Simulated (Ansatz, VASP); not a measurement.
One calculation of Hf, two programs

```xyz
2
Lattice="3.1180 0.0000 0.0000 -1.5590 2.7003 0.0000 0.0000 0.0000 4.9466" Properties=species:S:1:pos:R:3 pbc="T T T"
Hf    0.0000    1.8002    1.2367
Hf    1.5590    0.9001    3.7100
```

Alike in both runs: functional LDA; k mesh 16 × 16 × 9; occupations fermi-dirac, width 0.08 eV; no spin polarisation.

Ansatz relaxed the structure, and its values are those at the end. VASP's run is a single point on that final structure, the one shown.

```csv
,VASP,Ansatz
version,VASP 6.6.1,Ansatz 0.2.0
potentials or method,"VASP PAW LDA potentials, release 64 (Hf_pv)","PAW with Ansatz's default frozen-core files, scalar-relativistic"
plane-wave cutoff (eV),500,420
valence electrons in the cell,20,52
```

VASP gave:

| Item | Value |
| --- | --- |
| pressure (GPa) | 0.1 |

Problem. What did Ansatz give for the same quantities?

Solution. Pressure (GPa): 0.0.

LDA's correlation is that of Perdew and Zunger in VASP and of Perdew and Wang (1992) in Ansatz. VASP's potentials hold 20 valence electrons a cell and Ansatz's 52, so a difference there can come from the potentials and not from the codes.

Spin-orbit coupling is off throughout.
